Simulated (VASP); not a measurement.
Input of a VASP 6.6.1 run:

The input INCAR:

```
SYSTEM = TiC
PREC = Accurate
ENCUT = 520
EDIFF = 1E-7
ISMEAR = 0
SIGMA = 0.1
LREAL = .FALSE.
LASPH = .TRUE.
NELM = 100
ALGO = Normal
ISIF = 2
LWAVE = .FALSE.
LCHARG = .FALSE.
GGA = PE
NBANDS = 15
```

File KPOINTS:

```
regular mesh
0
G
  16 16 16
  0 0 0
```

Contents of POSCAR:

```
TiC
1.0
    0.0000000000      2.1664615261      2.1664615261
    2.1664615261      0.0000000000      2.1664615261
    2.1664615261      2.1664615261      0.0000000000
Ti C
1 1
Direct
    0.0000000000      0.0000000000      0.0000000000
    0.5000000000      0.5000000000      0.5000000000
```

Potentials or basis: VASP PAW PBE potentials, release 64 (Ti_sv, C).

The run is started by

```bash
$ cat potpaw_PBE.64/Ti_sv/POTCAR potpaw_PBE.64/C/POTCAR > POTCAR
$ mpirun -np 1 vasp_std > vasp.out
```

Q: Predict the band gap on the k mesh.

A: Zero (bands 8 and 9 overlap by 1.10 eV).

Q: What does it give for the pressure?

A: 0.2 GPa.
